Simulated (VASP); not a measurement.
# PrAs3Au2 (P6/mmm) in VASP: single point with PBE

Aim: the single point of PrAs3Au2 with PBE.

Everything below comes from runs of VASP 6.6.1. Logs are shortened: lines on timing, memory, paths and dates and some standing lists are left out, and cuts for length are marked.

**1. The cell of the first run**

Symmetry: P6/mmm, No. 191, hexagonal system. Conventional cell: a = 6.496 Å, b = 6.496 Å, c = 3.769 Å, α = 90.00°, β = 90.00°, γ = 120.00°. Within 4.9 Å of Pr (site symmetry 6/mmm) lie 6 Au at 3.75 Å and 12 As at 3.76 Å and 2 Pr at 3.77 Å. Within 3.5 Å of As (site symmetry mmm) lie 4 Au at 2.66 Å and 4 As at 3.25 Å. Au (site symmetry -6m2) has 6 As at 2.66 Å within 3.5 Å.

The cell was built from a structure type or drawn by symmetry, and may not be a known phase.

**2. Single point, PBE**

INCAR reads:

```
SYSTEM = PrAs3Au2
ALGO     = Normal         ! electronic algorithm
EDIFF    = 1E-7           ! SCF threshold, eV
ENCUT    = 520            ! plane-wave cutoff, eV
GGA      = PE             ! functional
ISIF     = 2              ! what is computed and relaxed
ISMEAR   = 0              ! smearing method
LASPH    = .TRUE.         ! aspherical terms in the spheres
LCHARG   = .TRUE.         ! write CHGCAR
LELF     = .TRUE.         ! ELF
LREAL    = .FALSE.        ! projectors in reciprocal space
LVHAR    = .TRUE.       
LWAVE    = .FALSE.        ! write WAVECAR
NBANDS   = 34             ! bands
NELM     = 60             ! most SCF steps
PREC     = Accurate       ! precision mode
SIGMA    = 0.1            ! smearing width, eV
```

KPOINTS reads:

```
k-points
0
G
  3 3 4
  0 0 0
```

POSCAR reads:

```
PrAs3Au2
1.0
    6.4961997300      0.0000000000      0.0000000000
   -3.2480998700      5.6258740000      0.0000000000
    0.0000000000      0.0000000000      3.7690261700
Pr As Au
1 3 2
Direct
    0.0000000000      0.0000000000      0.5000000000
    0.0000000000      0.5000000000      0.0000000000
    0.5000000000      0.0000000000      0.0000000000
    0.5000000000      0.5000000000      0.0000000000
    0.3333333300      0.6666666700      0.5000000000
    0.6666666700      0.3333333300      0.5000000000
```

Potentials or basis: VASP PAW PBE potentials, release 64 (Pr, As, Au).

Launch:

```console
cat potpaw_PBE.64/Pr/POTCAR potpaw_PBE.64/As/POTCAR potpaw_PBE.64/Au/POTCAR > POTCAR
mpirun -np 1 vasp_std > vasp.out
```

OUTCAR:

```text
SYSTEM = PrAs3Au2
   EDIFF = 1E-7
   ENCUT = 520
   GGA = PE
   ISIF = 2
   ISMEAR = 0
   LASPH = .TRUE.
   LREAL = .FALSE.
   NELM = 60
   PREC = Accurate

 ion  position               nearest neighbor table
   1  0.000  0.000  0.500-
   2  0.000  0.500  0.000-   5 2.66   6 2.66   5 2.66   6 2.66
   3  0.500  0.000  0.000-   5 2.66   6 2.66   5 2.66   6 2.66
   4  0.500  0.500  0.000-   5 2.66   6 2.66   5 2.66   6 2.66
   5  0.333  0.667  0.500-   2 2.66   2 2.66   3 2.66   3 2.66   4 2.66   4 2.66
   6  0.667  0.333  0.500-   2 2.66   2 2.66   3 2.66   3 2.66   4 2.66   4 2.66

  LATTYP: Found a hexagonal cell.
 ALAT       =     6.4961997300
 C/A-ratio  =     0.5801893917

  Lattice vectors:

 A1 = (   6.4961997300,   0.0000000000,   0.0000000000)
 A2 = (  -3.2480998700,   5.6258740000,   0.0000000000)
 A3 = (   0.0000000000,   0.0000000000,   3.7690261700)

Analysis of symmetry for initial positions (statically):
=====================================================================
 Subroutine PRICEL returns:
 Original cell was already a primitive cell.

 Routine SETGRP: Setting up the symmetry group for a
 hexagonal supercell.

 Subroutine GETGRP returns: Found 24 space group operations
 (whereof 24 operations were pure point group operations)
 out of a pool of 24 trial point group operations.

The static configuration has the point symmetry D_6h.

Analysis of symmetry for dynamics (positions and initial velocities):
=====================================================================
 Subroutine PRICEL returns:
 Original cell was already a primitive cell.

 Routine SETGRP: Setting up the symmetry group for a
 hexagonal supercell.

 Subroutine GETGRP returns: Found 24 space group operations
 (whereof 24 operations were pure point group operations)
 out of a pool of 24 trial point group operations.

The dynamic configuration has the point symmetry D_6h.

 Subroutine INISYM returns: Found 24 space group operations
 (whereof 24 operations are pure point group operations),
 and found     1 'primitive' translations

----------------------------------------------------------------------------------------

                                     Primitive cell

  volume of cell :     137.7459

  direct lattice vectors                    reciprocal lattice vectors
     6.496199730  0.000000000  0.000000000     0.153936154  0.088875080  0.000000000
    -3.248099870  5.625874000  0.000000000     0.000000000  0.177750159  0.000000000
     0.000000000  0.000000000  3.769026170     0.000000000  0.000000000  0.265320524

  length of vectors
     6.496199730  6.496199737  3.769026170     0.177750160  0.177750159  0.265320524

  position of ions in fractional coordinates (direct lattice)
     0.000000000  0.000000000  0.500000000
     0.000000000  0.500000000  0.000000000
     0.500000000  0.000000000  0.000000000
     0.500000000  0.500000000  0.000000000
     0.333333330  0.666666670  0.500000000
     0.666666670  0.333333330  0.500000000

  ion indices of the primitive-cell ions
   primitive index   ion index
                 1           1
                 2           2
                 3           3
                 4           4
                 5           5
                 6           6

----------------------------------------------------------------------------------------

 KPOINTS: k-points

Automatic generation of k-mesh.
 Grid dimensions read from file:
 generate k-points for:    3    3    4

 Generating k-lattice:

  Cartesian coordinates                     Fractional coordinates (reciprocal lattice)
     0.051312051  0.029625027  0.000000000     0.333333333 -0.000000000  0.000000000
     0.000000000  0.059250053  0.000000000     0.000000000  0.333333333  0.000000000
     0.000000000  0.000000000  0.066330131     0.000000000  0.000000000  0.250000000

  Length of vectors
     0.059250053  0.059250053  0.066330131

  Shift w.r.t. Gamma in fractional coordinates (k-lattice)
     0.000000000  0.000000000  0.000000000

 Subroutine IBZKPT returns following result:
 ===========================================

 Found      9 irreducible k-points:

 Following reciprocal coordinates:
            Coordinates               Weight
  0.000000  0.000000  0.000000      1.000000
  0.333333  0.000000  0.000000      6.000000
  0.333333  0.333333  0.000000      2.000000
  0.000000  0.000000  0.250000      2.000000
  0.333333  0.000000  0.250000     12.000000
  0.333333  0.333333  0.250000      4.000000
  0.000000  0.000000  0.500000      1.000000
  0.333333  0.000000  0.500000      6.000000
  0.333333  0.333333  0.500000      2.000000
   k-points           NKPTS =      9   k-points in BZ     NKDIM =      9   number of bands    NBANDS=     34
   number of dos      NEDOS =    301   number of ions     NIONS =      6
   total plane-waves  NPLWV =  64512
   dimension x,y,z NGX =    48 NGY =   48 NGZ =   28
   dimension x,y,z NGXF=    96 NGYF=   96 NGZF=   56
   ions per type =               1   3   2
   NGX,Y,Z   is equivalent  to a cutoff of  12.28, 12.28, 12.35 a.u.
   NGXF,Y,Z  is equivalent  to a cutoff of  24.57, 24.57, 24.70 a.u.
 SYSTEM =  PrAs3Au2
   PREC   = accura    normal or accurate (medium, high low for compatibility)
   ISTART =      0    job   : 0-new  1-cont  2-samecut
   ICHARG =      2    charge: 1-file 2-atom 10-const
   ISPIN  =      1    spin polarized calculation?
   LNONCOLLINEAR =      F non collinear calculations
   LSORBIT =      F    spin-orbit coupling
   LASPH  =      T    aspherical Exc in radial PAW
   ENCUT  =  520.0 eV  38.22 Ry    6.18 a.u.  12.08 12.08  7.01*2*pi/ulx,y,z
   NELM   =     60;   NELMIN=  2; NELMDL= -5     # of ELM steps
   EDIFF  = 0.1E-06   stopping-criterion for ELM
   LREAL  =      F    real-space projection
   EDIFFG = 0.1E-05   stopping-criterion for IOM
   NSW    =      0    number of steps for IOM
   IBRION =     -1    ionic relax: 0-MD 1-quasi-New 2-CG
   NFREE  =      0    steps in history (QN), initial steepest desc. (CG)
   ISIF   =      2    stress and relaxation
   ISYM   =      2    0-nonsym 1-usesym 2-fastsym
   POTIM  = 0.5000    time-step for ionic-motion
   TEBEG  =    0.0;   TEEND  =   0.0 temperature during run
   PSTRESS=    0.0 pullay stress
   NELECT =      50.0000    total number of electrons
   NUPDOWN=      -1.0000    fix difference up-down
   EMIN   =  10.00;   EMAX   =-10.00  energy-range for DOS
   EFERMI =   0.00;   METHOD = LEGACY
   ISMEAR =     0;   SIGMA  =   0.10  broadening in eV -4-tet -1-fermi 0-gaus
   EFERMI_NEDOS =   21; number of points for ismear=-14 and -15
   IALGO  =     38    algorithm
   IMIX   =      4    mixing-type and parameters
     AMIX     =   0.40;   BMIX     =  1.00
     AMIX_MAG =   1.60;   BMIX_MAG =  1.00
  volume/ion in A,a.u.               =      22.96       154.93
  Fermi-wavevector in a.u.,A,eV,Ry     =   1.167809  2.206840 18.555339  1.363779
  Thomas-Fermi vector in A             =   2.304305
   LORBIT       =      0    0 simple, 1 ext, 2 COOP (PROOUT), +10 PAW based schemes
   GGA     = PE    functional components
   LHFCALC =     F    Hartree Fock is set to
   AEXX    =    0.0000 exact exchange contribution
   IVDW    =     0    specifies the selected vdW correction
   LEPSILON=     F    determine dielectric tensor
   LRPA    =     F    only Hartree local field effects (RPA)
 non-spin polarized calculation
 Gauss-broadening in eV      SIGMA  =   0.10
  energy-cutoff  :      520.00
  volume of cell :      137.75
 maximum number of plane-waves:      3732
   NGX = 25   NGY = 25   NGZ = 15

 number of electron      49.9999995 magnetization

 Free energy of the ion-electron system (eV)
  ---------------------------------------------------
  ext. energy  EPLUGINS =         0.00000000
  ---------------------------------------------------
  free energy    TOTEN  =       -25.68854857 eV

  energy without entropy =      -25.59253995  energy(sigma->0) =      -25.64054426

 E-fermi :   6.3459     XC(G=0): -10.5167

 val. band max:        6.3435194425   @ k =   0.0000   0.0000   0.0000
 cond. band min:       6.3637510593   @ k =   0.3333   0.0000   0.0000
 fundamental gap:      0.0202316168
 Fermi energy:         6.3458846990

 k-point     1 :       0.0000    0.0000    0.0000
  band No.  band energies     occupation
      1     -29.9715      2.00000
      2     -12.0406      2.00000
      3     -12.0406      2.00000
      4     -11.7670      2.00000
      5      -6.6525      2.00000
      6      -4.1294      2.00000
[... 26 lines left out ...]
     33       8.0999      0.00000
     34       8.4483      0.00000

 k-point     2 :       0.3333    0.0000    0.0000
  band No.  band energies     occupation
      1     -29.9715      2.00000
      2     -12.0502      2.00000
      3     -12.0422      2.00000
      4     -11.7668      2.00000
      5      -6.2718      2.00000
      6      -5.0221      2.00000
[... 26 lines left out ...]
     33       8.0052      0.00000
     34       8.5626      0.00000

 k-point     3 :       0.3333    0.3333    0.0000
  band No.  band energies     occupation
      1     -29.9715      2.00000
      2     -12.0489      2.00000
      3     -12.0489      2.00000
      4     -11.7667      2.00000
      5      -5.7108      2.00000
      6      -5.7108      2.00000
[... 26 lines left out ...]
     33       6.6587      0.00001
     34       9.0685      0.00000

 k-point     4 :       0.0000    0.0000    0.2500
  band No.  band energies     occupation
      1     -29.9531      2.00000
      2     -12.0283      2.00000
      3     -12.0095      2.00000
      4     -12.0095      2.00000
      5      -6.1073      2.00000
      6      -4.0997      2.00000
[... 26 lines left out ...]
     33       7.8776      0.00000
     34       8.0765      0.00000

 k-point     5 :       0.3333    0.0000    0.2500
  band No.  band energies     occupation
      1     -29.9531      2.00000
      2     -12.0271      2.00000
      3     -12.0159      2.00000
      4     -12.0105      2.00000
      5      -5.7876      2.00000
      6      -4.7295      2.00000
[... 26 lines left out ...]
     33       7.8324      0.00000
     34       8.2204      0.00000

 k-point     6 :       0.3333    0.3333    0.2500
  band No.  band energies     occupation
      1     -29.9530      2.00000
      2     -12.0263      2.00000
      3     -12.0151      2.00000
      4     -12.0151      2.00000
      5      -5.3088      2.00000
      6      -5.3088      2.00000
[... 26 lines left out ...]
     33       7.5071      0.00000
     34       8.2395      0.00000

 k-point     7 :       0.0000    0.0000    0.5000
  band No.  band energies     occupation
      1     -29.9345      2.00000
      2     -12.2741      2.00000
      3     -11.9780      2.00000
      4     -11.9780      2.00000
      5      -5.3342      2.00000
      6      -4.0726      2.00000
[... 26 lines left out ...]
     33       9.4411      0.00000
     34       9.5582      0.00000

 k-point     8 :       0.3333    0.0000    0.5000
  band No.  band energies     occupation
      1     -29.9345      2.00000
      2     -12.2720      2.00000
      3     -11.9815      2.00000
      4     -11.9784      2.00000
      5      -5.1350      2.00000
      6      -4.4230      2.00000
[... 26 lines left out ...]
     33       7.2816      0.00000
     34       8.0502      0.00000

 k-point     9 :       0.3333    0.3333    0.5000
  band No.  band energies     occupation
      1     -29.9345      2.00000
      2     -12.2710      2.00000
      3     -11.9809      2.00000
      4     -11.9809      2.00000
      5      -4.8162      2.00000
      6      -4.8162      2.00000
[... 26 lines left out ...]
     33       7.4039      0.00000
     34       7.4039      0.00000

------------------------ aborting loop because EDIFF is reached ----------------------------------------

  FORCE on cell =-STRESS in cart. coord.  units (eV):
  Direction    XX          YY          ZZ          XY          YZ          ZX
  --------------------------------------------------------------------------------------
  -------------------------------------------------------------------------------------
  Total       -2.3908109     -2.3908109      5.1784556      0.0000000      0.0000000      0.0000000
  in kB      -27.8084824    -27.8084825     60.2326973      0.0000000      0.0000000      0.0000000
  external PRESSURE =       1.5385775 kB  Pullay stress =       0.0000000 kB

 VOLUME and BASIS-vectors are now :
 -----------------------------------------------------------------------------
  energy-cutoff  :      520.00
  volume of cell :      137.75
      direct lattice vectors                 reciprocal lattice vectors
     6.496199730  0.000000000  0.000000000     0.153936154  0.088875080  0.000000000
    -3.248099870  5.625874000  0.000000000     0.000000000  0.177750159  0.000000000
     0.000000000  0.000000000  3.769026170     0.000000000  0.000000000  0.265320524

 POSITION                                       TOTAL-FORCE (eV/Angst)
 -----------------------------------------------------------------------------------
      0.00000      0.00000      1.88451        -0.000000      0.000000      0.000000
     -1.62405      2.81294      0.00000        -0.000000      0.000000      0.000000
      3.24810      0.00000      0.00000        -0.000000      0.000000      0.000000
      1.62405      2.81294      0.00000        -0.000000      0.000000      0.000000
     -0.00000      3.75058      1.88451        -0.000000     -0.000000      0.000000
      3.24810      1.87529      1.88451         0.000000      0.000000      0.000000
 -----------------------------------------------------------------------------------
    total drift:                               -0.000000      0.000000      0.000000

  FREE ENERGIE OF THE ION-ELECTRON SYSTEM (eV)
  ---------------------------------------------------
  free  energy   TOTEN  =       -25.6885485732 eV

  energy  without entropy=      -25.5925399476  energy(sigma->0) =      -25.64054426
```

It took 1.8 min on 1 thread of AMD EPYC 9R45 (Zen 5), shared host; peak memory 0.25 GiB.

Results:

| Property | Result |
| --- | --- |
| Free energy | -25.6885 eV |
| Pressure | 0.2 GPa |
| Band gap on the k mesh | zero (bands 25 and 26 overlap by 0.13 eV) |

Levels at points of the mesh, in eV from the Fermi level:
```tsv
k point	band 23	band 24	band 25	band 26	band 27	band 28
(0.00, 0.00, 0.00)	-0.05	0.00	0.00	0.14	0.17	0.17
(0.00, 0.00, 0.50)	-2.22	-1.99	0.11	0.12	0.12	0.12
```

Caveat: the k points lie up to 0.42 Å⁻¹ apart; spin-orbit coupling is left out, which moves the levels of the heavy elements; semilocal functionals describe open f shells poorly, which spoils levels, moments and volumes. Spin polarisation is off, so any magnetic state and its effect on volume and gap are missing.
